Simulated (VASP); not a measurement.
# NbRu3C (Pm-3m) in VASP: a series of runs, part 2 of 2

VASP 6.6.1.

**4. Single point, PBE**

This run uses another cell than the first one, of 14.44 Å³/atom, 1.049 times its volume.

File INCAR:

```
PREC = Accurate ; ENCUT = 520
EDIFF = 1E-7 ; ISMEAR = 1
SIGMA = 0.05 ; LREAL = False
LASPH = True ; NELM = 100
ALGO = Normal ; ISIF = 2
LWAVE = False ; LCHARG = False
GGA = PE ; NBANDS = 38
```

File KPOINTS:

```
regular mesh
0
Gamma
  6 6 6
```

File POSCAR:

```
NbRu3C
1.0
    4.1643286325      0.0000000000      0.0000000000
    0.0000000000      4.1643286325      0.0000000000
    0.0000000000      0.0000000000      4.1643286325
Nb Ru C
1 3 1
Direct
    0.0000000000      0.0000000000      0.0000000000
    0.0000000000      0.5000000000      0.5000000000
    0.5000000000      0.0000000000      0.5000000000
    0.5000000000      0.5000000000      0.0000000000
    0.5000000000      0.5000000000      0.5000000000
```

Potentials or basis: VASP PAW PBE potentials, release 64 (Nb_sv, Ru_pv, C).

Run with:

```sh
$ cat potpaw_PBE.64/Nb_sv/POTCAR potpaw_PBE.64/Ru_pv/POTCAR potpaw_PBE.64/C/POTCAR > POTCAR
$ mpirun -np 1 vasp_std > vasp.out
```

OUTCAR:

```text
PREC = Accurate
   ENCUT = 520
   EDIFF = 1E-7
   ISMEAR = 1
   LREAL = False
   LASPH = True
   NELM = 100
   ISIF = 2
   GGA = PE

 ion  position               nearest neighbor table
   1  0.000  0.000  0.000-   2 2.94   3 2.94   4 2.94   2 2.94   3 2.94   2 2.94   4 2.94   2 2.94
                             3 2.94   4 2.94   3 2.94   4 2.94
   2  0.000  0.500  0.500-   5 2.08   5 2.08   4 2.94   1 2.94   1 2.94   4 2.94   1 2.94   3 2.94
                             1 2.94   3 2.94   4 2.94   3 2.94   4 2.94   3 2.94
   3  0.500  0.000  0.500-   5 2.08   5 2.08   4 2.94   1 2.94   1 2.94   4 2.94   2 2.94   4 2.94
                             2 2.94   4 2.94   1 2.94   2 2.94   1 2.94   2 2.94
   4  0.500  0.500  0.000-   5 2.08   5 2.08   3 2.94   1 2.94   2 2.94   3 2.94   2 2.94   1 2.94
                             3 2.94   3 2.94   1 2.94   2 2.94   2 2.94   1 2.94
   5  0.500  0.500  0.500-   2 2.08   3 2.08   4 2.08   4 2.08   3 2.08   2 2.08

  LATTYP: Found a simple cubic cell.
 ALAT       =     4.1643286325

  Lattice vectors:

 A1 = (   4.1643286325,   0.0000000000,   0.0000000000)
 A2 = (   0.0000000000,   4.1643286325,   0.0000000000)
 A3 = (   0.0000000000,   0.0000000000,   4.1643286325)

Analysis of symmetry for initial positions (statically):
=====================================================================
 Subroutine PRICEL returns:
 Original cell was already a primitive cell.

 Routine SETGRP: Setting up the symmetry group for a
 simple cubic supercell.

 Subroutine GETGRP returns: Found 48 space group operations
 (whereof 48 operations were pure point group operations)
 out of a pool of 48 trial point group operations.

The static configuration has the point symmetry O_h .

Analysis of symmetry for dynamics (positions and initial velocities):
=====================================================================
 Subroutine PRICEL returns:
 Original cell was already a primitive cell.

 Routine SETGRP: Setting up the symmetry group for a
 simple cubic supercell.

 Subroutine GETGRP returns: Found 48 space group operations
 (whereof 48 operations were pure point group operations)
 out of a pool of 48 trial point group operations.

[... 125 lines left out ...]
   LORBIT       =      0    0 simple, 1 ext, 2 COOP (PROOUT), +10 PAW based schemes
   GGA     = PE    functional components
   LHFCALC =     F    Hartree Fock is set to
   AEXX    =    0.0000 exact exchange contribution
   IVDW    =     0    specifies the selected vdW correction
   LEPSILON=     F    determine dielectric tensor
   LRPA    =     F    only Hartree local field effects (RPA)
 non-spin polarized calculation
 Methfessel and Paxton  Order N= 1 SIGMA  =   0.05
  energy-cutoff  :      520.00
  volume of cell :       72.22
 maximum number of plane-waves:      1980
 NGX is ok and might be reduce to    32
   NGX = 15   NGY = 15   NGZ = 15

 number of electron      58.9999984 magnetization

 Free energy of the ion-electron system (eV)
  ---------------------------------------------------
  ext. energy  EPLUGINS =         0.00000000
  ---------------------------------------------------
  free energy    TOTEN  =       -46.94281920 eV

  energy without entropy =      -46.93983643  energy(sigma->0) =      -46.94182494

 E-fermi :  10.9574     XC(G=0): -12.9232

 val. band max:       10.9513712201   @ k =   0.3333   0.1667   0.0000
 cond. band min:      10.9772638836   @ k =   0.1667   0.1667   0.0000
 fundamental gap:      0.0258926635
 Fermi energy:        10.9573612866

 k-point     1 :       0.0000    0.0000    0.0000
  band No.  band energies     occupation
      1     -45.2310      2.00000
      2     -32.5287      2.00000
      3     -32.5287      2.00000
      4     -32.5287      2.00000
      5     -31.9669      2.00000
      6     -31.9669      2.00000
[... 809 lines left out ...]
     37      12.9299      0.00000
     38      15.7453      0.00000

------------------------ aborting loop because EDIFF is reached ----------------------------------------

  FORCE on cell =-STRESS in cart. coord.  units (eV):
  Direction    XX          YY          ZZ          XY          YZ          ZX
  --------------------------------------------------------------------------------------
  -------------------------------------------------------------------------------------
  Total       -8.8873078     -8.8873078     -8.8873078      0.0000000      0.0000000     -0.0000000
  in kB     -197.1722628   -197.1722628   -197.1722628      0.0000000      0.0000000     -0.0000000
  external PRESSURE =    -197.1722628 kB  Pullay stress =       0.0000000 kB

 VOLUME and BASIS-vectors are now :
 -----------------------------------------------------------------------------
  energy-cutoff  :      520.00
  volume of cell :       72.22
      direct lattice vectors                 reciprocal lattice vectors
     4.164328633  0.000000000  0.000000000     0.240134746  0.000000000  0.000000000
     0.000000000  4.164328633  0.000000000     0.000000000  0.240134746  0.000000000
     0.000000000  0.000000000  4.164328633     0.000000000  0.000000000  0.240134746

 POSITION                                       TOTAL-FORCE (eV/Angst)
 -----------------------------------------------------------------------------------
      0.00000      0.00000      0.00000         0.000000      0.000000      0.000000
      0.00000      2.08216      2.08216         0.000000      0.000000      0.000000
      2.08216      0.00000      2.08216         0.000000      0.000000      0.000000
      2.08216      2.08216      0.00000         0.000000      0.000000      0.000000
      2.08216      2.08216      2.08216         0.000000      0.000000      0.000000
 -----------------------------------------------------------------------------------
    total drift:                                0.000000     -0.000000     -0.000000

  FREE ENERGIE OF THE ION-ELECTRON SYSTEM (eV)
  ---------------------------------------------------
  free  energy   TOTEN  =       -46.9428191983 eV

  energy  without entropy=      -46.9398364338  energy(sigma->0) =      -46.94182494
```

Wall time 33 s (1 thread of AMD EPYC 9R45 (Zen 5), shared host); peak memory 0.17 GiB.

What came out:

```
Free energy : -46.9428 eV
Pressure    : -19.7 GPa
```

**5. Single point, PBE**

This run uses another cell than the first one, of 14.78 Å³/atom, 1.073 times its volume.

File INCAR:

```
SYSTEM = NbRu3C
PREC = Accurate
ENCUT = 520
EDIFF = 1E-7
ISMEAR = 1
SIGMA = 0.05
LREAL = .False.
LASPH = .True.
NELM = 80
ALGO = Normal
ISIF = 2
LWAVE = .False.
LCHARG = .False.
GGA = PE
NBANDS = 38
```

File KPOINTS:

```
Automatic mesh
0
Gamma
  6 6 6
  0 0 0
```

Changes to POSCAR since step 4:

```diff
@@ -2,5 +2,5 @@
 1.0
-    4.1643286325      0.0000000000      0.0000000000
-    0.0000000000      4.1643286325      0.0000000000
-    0.0000000000      0.0000000000      4.1643286325
+    4.1963631885      0.0000000000      0.0000000000
+    0.0000000000      4.1963631885      0.0000000000
+    0.0000000000      0.0000000000      4.1963631885
 Nb Ru C
```

Potentials or basis: VASP PAW PBE potentials, release 64 (Nb_sv, Ru_pv, C).

Run with:

```sh
$ cat potpaw_PBE.64/Nb_sv/POTCAR potpaw_PBE.64/Ru_pv/POTCAR potpaw_PBE.64/C/POTCAR > POTCAR
$ mpirun -np 1 vasp_std > vasp.out
```

OUTCAR:

```text
SYSTEM = NbRu3C
   PREC = Accurate
   ENCUT = 520
   EDIFF = 1E-7
   ISMEAR = 1
   LREAL = .False.
   LASPH = .True.
   NELM = 80
   ISIF = 2
   GGA = PE

 ion  position               nearest neighbor table
   1  0.000  0.000  0.000-   2 2.97   3 2.97   4 2.97   2 2.97   3 2.97   2 2.97   4 2.97   2 2.97
                             3 2.97   4 2.97   3 2.97   4 2.97
   2  0.000  0.500  0.500-   5 2.10   5 2.10   4 2.97   1 2.97   1 2.97   4 2.97   1 2.97   3 2.97
                             1 2.97   3 2.97   4 2.97   3 2.97   4 2.97   3 2.97
   3  0.500  0.000  0.500-   5 2.10   5 2.10   4 2.97   1 2.97   1 2.97   4 2.97   2 2.97   4 2.97
                             2 2.97   4 2.97   1 2.97   2 2.97   1 2.97   2 2.97
   4  0.500  0.500  0.000-   5 2.10   5 2.10   3 2.97   1 2.97   2 2.97   3 2.97   2 2.97   1 2.97
                             3 2.97   3 2.97   1 2.97   2 2.97   2 2.97   1 2.97
   5  0.500  0.500  0.500-   2 2.10   3 2.10   4 2.10   4 2.10   3 2.10   2 2.10

  LATTYP: Found a simple cubic cell.
 ALAT       =     4.1963631885

  Lattice vectors:

 A1 = (   4.1963631885,   0.0000000000,   0.0000000000)
 A2 = (   0.0000000000,   4.1963631885,   0.0000000000)
 A3 = (   0.0000000000,   0.0000000000,   4.1963631885)

Analysis of symmetry for initial positions (statically):
=====================================================================
 Subroutine PRICEL returns:
 Original cell was already a primitive cell.

 Routine SETGRP: Setting up the symmetry group for a
 simple cubic supercell.

 Subroutine GETGRP returns: Found 48 space group operations
 (whereof 48 operations were pure point group operations)
 out of a pool of 48 trial point group operations.

The static configuration has the point symmetry O_h .

Analysis of symmetry for dynamics (positions and initial velocities):
=====================================================================
 Subroutine PRICEL returns:
 Original cell was already a primitive cell.

 Routine SETGRP: Setting up the symmetry group for a
 simple cubic supercell.

 Subroutine GETGRP returns: Found 48 space group operations
 (whereof 48 operations were pure point group operations)
 out of a pool of 48 trial point group operations.

The dynamic configuration has the point symmetry O_h .

 Subroutine INISYM returns: Found 48 space group operations
 (whereof 48 operations are pure point group operations),
 and found     1 'primitive' translations

----------------------------------------------------------------------------------------

                                     Primitive cell

  volume of cell :      73.8957

  direct lattice vectors                    reciprocal lattice vectors
     4.196363189  0.000000000  0.000000000     0.238301585  0.000000000  0.000000000
     0.000000000  4.196363189  0.000000000     0.000000000  0.238301585  0.000000000
     0.000000000  0.000000000  4.196363189     0.000000000  0.000000000  0.238301585

  length of vectors
     4.196363189  4.196363189  4.196363189     0.238301585  0.238301585  0.238301585

  position of ions in fractional coordinates (direct lattice)
     0.000000000  0.000000000  0.000000000
[... 35 lines left out ...]
 ===========================================

 Found     20 irreducible k-points:

 Following reciprocal coordinates:
            Coordinates               Weight
  0.000000  0.000000  0.000000      1.000000
  0.166667  0.000000  0.000000      6.000000
  0.333333  0.000000  0.000000      6.000000
  0.500000  0.000000  0.000000      3.000000
  0.166667  0.166667  0.000000     12.000000
  0.333333  0.166667  0.000000     24.000000
[... 12 lines left out ...]
  0.500000  0.500000  0.333333      6.000000
  0.500000  0.500000  0.500000      1.000000
   k-points           NKPTS =     20   k-points in BZ     NKDIM =     20   number of bands    NBANDS=     38
   number of dos      NEDOS =    301   number of ions     NIONS =      5
   total plane-waves  NPLWV =  32768
   dimension x,y,z NGX =    32 NGY =   32 NGZ =   32
   dimension x,y,z NGXF=    64 NGYF=   64 NGZF=   64
   ions per type =               1   3   1
   NGX,Y,Z   is equivalent  to a cutoff of  12.68, 12.68, 12.68 a.u.
   NGXF,Y,Z  is equivalent  to a cutoff of  25.35, 25.35, 25.35 a.u.
 SYSTEM =  NbRu3C
   PREC   = accura    normal or accurate (medium, high low for compatibility)
   ISTART =      0    job   : 0-new  1-cont  2-samecut
   ICHARG =      2    charge: 1-file 2-atom 10-const
   ISPIN  =      1    spin polarized calculation?
   LNONCOLLINEAR =      F non collinear calculations
   LSORBIT =      F    spin-orbit coupling
   LASPH  =      T    aspherical Exc in radial PAW
   ENCUT  =  520.0 eV  38.22 Ry    6.18 a.u.   7.80  7.80  7.80*2*pi/ulx,y,z
   NELM   =     80;   NELMIN=  2; NELMDL= -5     # of ELM steps
   EDIFF  = 0.1E-06   stopping-criterion for ELM
   LREAL  =      F    real-space projection
   EDIFFG = 0.1E-05   stopping-criterion for IOM
   NSW    =      0    number of steps for IOM
   IBRION =     -1    ionic relax: 0-MD 1-quasi-New 2-CG
   NFREE  =      0    steps in history (QN), initial steepest desc. (CG)
   ISIF   =      2    stress and relaxation
   ISYM   =      2    0-nonsym 1-usesym 2-fastsym
   POTIM  = 0.5000    time-step for ionic-motion
   TEBEG  =    0.0;   TEEND  =   0.0 temperature during run
   PSTRESS=    0.0 pullay stress
   NELECT =      59.0000    total number of electrons
   NUPDOWN=      -1.0000    fix difference up-down
   EMIN   =  10.00;   EMAX   =-10.00  energy-range for DOS
   EFERMI =   0.00;   METHOD = LEGACY
   ISMEAR =     1;   SIGMA  =   0.05  broadening in eV -4-tet -1-fermi 0-gaus
   EFERMI_NEDOS =   21; number of points for ismear=-14 and -15
   IALGO  =     38    algorithm
   IMIX   =      4    mixing-type and parameters
     AMIX     =   0.40;   BMIX     =  1.00
     AMIX_MAG =   1.60;   BMIX_MAG =  1.00
  volume/ion in A,a.u.               =      14.78        99.73
  Fermi-wavevector in a.u.,A,eV,Ry     =   1.518748  2.870018 31.383144  2.306596
  Thomas-Fermi vector in A             =   2.627827
   LORBIT       =      0    0 simple, 1 ext, 2 COOP (PROOUT), +10 PAW based schemes
   GGA     = PE    functional components
   LHFCALC =     F    Hartree Fock is set to
   AEXX    =    0.0000 exact exchange contribution
   IVDW    =     0    specifies the selected vdW correction
   LEPSILON=     F    determine dielectric tensor
   LRPA    =     F    only Hartree local field effects (RPA)
 non-spin polarized calculation
 Methfessel and Paxton  Order N= 1 SIGMA  =   0.05
  energy-cutoff  :      520.00
  volume of cell :       73.90
 maximum number of plane-waves:      2008
 NGX is ok and might be reduce to    32
   NGX = 15   NGY = 15   NGZ = 15

 number of electron      58.9999967 magnetization

 Free energy of the ion-electron system (eV)
  ---------------------------------------------------
  ext. energy  EPLUGINS =         0.00000000
  ---------------------------------------------------
  free energy    TOTEN  =       -46.71544143 eV

  energy without entropy =      -46.71244529  energy(sigma->0) =      -46.71444272

 E-fermi :  10.5979     XC(G=0): -12.7942

 val. band max:       10.5894240778   @ k =   0.3333   0.1667   0.0000
 cond. band min:      10.6179341178   @ k =   0.1667   0.1667   0.0000
 fundamental gap:      0.0285100400
 Fermi energy:        10.5979296774

 k-point     1 :       0.0000    0.0000    0.0000
  band No.  band energies     occupation
      1     -45.6179      2.00000
      2     -32.8248      2.00000
      3     -32.8248      2.00000
      4     -32.8248      2.00000
      5     -32.2855      2.00000
      6     -32.2855      2.00000
[... 809 lines left out ...]
     37      12.5018      0.00000
     38      15.2350      0.00000

------------------------ aborting loop because EDIFF is reached ----------------------------------------

  FORCE on cell =-STRESS in cart. coord.  units (eV):
  Direction    XX          YY          ZZ          XY          YZ          ZX
  --------------------------------------------------------------------------------------
  -------------------------------------------------------------------------------------
  Total      -10.9629082    -10.9629082    -10.9629082     -0.0000000     -0.0000000      0.0000000
  in kB     -237.6934169   -237.6934169   -237.6934169     -0.0000000     -0.0000000      0.0000000
  external PRESSURE =    -237.6934169 kB  Pullay stress =       0.0000000 kB

 VOLUME and BASIS-vectors are now :
 -----------------------------------------------------------------------------
  energy-cutoff  :      520.00
  volume of cell :       73.90
      direct lattice vectors                 reciprocal lattice vectors
     4.196363189  0.000000000  0.000000000     0.238301585  0.000000000  0.000000000
     0.000000000  4.196363189  0.000000000     0.000000000  0.238301585  0.000000000
     0.000000000  0.000000000  4.196363189     0.000000000  0.000000000  0.238301585

 POSITION                                       TOTAL-FORCE (eV/Angst)
 -----------------------------------------------------------------------------------
      0.00000      0.00000      0.00000         0.000000      0.000000      0.000000
      0.00000      2.09818      2.09818         0.000000      0.000000      0.000000
      2.09818      0.00000      2.09818         0.000000      0.000000      0.000000
      2.09818      2.09818      0.00000         0.000000      0.000000      0.000000
      2.09818      2.09818      2.09818         0.000000      0.000000      0.000000
 -----------------------------------------------------------------------------------
    total drift:                                0.000000     -0.000000     -0.000000

  FREE ENERGIE OF THE ION-ELECTRON SYSTEM (eV)
  ---------------------------------------------------
  free  energy   TOTEN  =       -46.7154414268 eV

  energy  without entropy=      -46.7124452944  energy(sigma->0) =      -46.71444272
```

OSZICAR:

```text
N       E                     dE             d eps       ncg     rms          rms(c)
DAV:   1     0.701504698561E+03    0.70150E+03   -0.34309E+04  1520   0.163E+03
DAV:   2    -0.156673043149E+02   -0.71717E+03   -0.69889E+03  1628   0.555E+02
DAV:   3    -0.498622473940E+02   -0.34195E+02   -0.32314E+02  2386   0.110E+02
DAV:   4    -0.514846736584E+02   -0.16224E+01   -0.15914E+01  1986   0.198E+01
DAV:   5    -0.515558303212E+02   -0.71157E-01   -0.70913E-01  2368   0.444E+00    0.253E+01
DAV:   6    -0.471096739842E+02    0.44462E+01   -0.23775E+01  2070   0.258E+01    0.596E+00
DAV:   7    -0.469909368416E+02    0.11874E+00   -0.36429E+00  2106   0.864E+00    0.553E+00
DAV:   8    -0.467908839257E+02    0.20005E+00   -0.14882E+00  2176   0.578E+00    0.432E+00
DAV:   9    -0.467210590478E+02    0.69825E-01   -0.43710E-01  1928   0.312E+00    0.143E+00
DAV:  10    -0.467199835294E+02    0.10755E-02   -0.95154E-02  2174   0.130E+00    0.642E-01
DAV:  11    -0.467159373770E+02    0.40462E-02   -0.30866E-02  2286   0.678E-01    0.211E-01
DAV:  12    -0.467154744727E+02    0.46290E-03   -0.22333E-03  2078   0.262E-01    0.559E-02
DAV:  13    -0.467154405109E+02    0.33962E-04   -0.15128E-04  2264   0.724E-02    0.218E-02
DAV:  14    -0.467154421228E+02   -0.16119E-05   -0.18399E-05  1968   0.227E-02    0.623E-03
DAV:  15    -0.467154414051E+02    0.71771E-06   -0.24160E-06  2104   0.972E-03    0.257E-03
DAV:  16    -0.467154414268E+02   -0.21726E-07   -0.12889E-07  1208   0.213E-03
   1 F= -.46715441E+02 E0= -.46714443E+02  d E =-.299613E-02
```

stdout:

```text
POSCAR found type information on POSCAR NbRuC
 POSCAR found :  3 types and       5 ions
 scaLAPACK will be used
 LDA part: xc-table for (Slater+PW92), standard interpolation
 POSCAR, INCAR and KPOINTS ok, starting setup
 FFT: planning ... GRIDC
 FFT: planning ... GRID_SOFT
 FFT: planning ... GRID
 WAVECAR not read
 entering main loop
```

It took 39 s on 1 thread of AMD EPYC 9R45 (Zen 5), shared host; peak memory 0.17 GiB.

Results:

- Free energy: -46.7154 eV
- Pressure: -23.8 GPa

Levels at points of the mesh, in eV from the Fermi level:
```tsv
k point	band 25	band 26	band 27	band 28	band 29	band 30	band 31	band 32	band 33	band 34
(0.00, 0.00, 0.00)	-2.22	-2.22	-1.22	-1.22	0.50	0.52	0.52	0.52	1.55	1.55
(0.50, 0.00, 0.00)	-1.72	-1.30	-1.23	-1.23	-0.65	-0.24	-0.24	0.47	0.53	0.82
(0.50, 0.50, 0.00)	-2.41	-2.41	-2.07	-1.38	-1.09	-0.80	0.31	0.31	0.39	1.41
(0.50, 0.50, 0.50)	-1.80	-1.80	0.20	0.20	0.20	0.33	0.33	0.33	0.97	0.97
```

**6. Summary**

```tsv
cell	gap on the mesh (eV)	pressure (GPa)
a = 4.099 Å, 5 atoms	none	-9.6
a = 4.132 Å, 5 atoms	none	-15.0
a = 4.164 Å, 5 atoms	none	-19.7
a = 4.196 Å, 5 atoms	none	-23.8
```

Alike in all rows: task single point; level PBE; potentials or basis VASP PAW PBE potentials, release 64 (Nb_sv, Ru_pv, C); no spin polarisation; k mesh 6 × 6 × 6; cutoff (eV) 520; smearing methfessel-paxton 0.05 eV.

Total energies depend on the potentials used, so only differences within one code and one set of settings carry meaning.
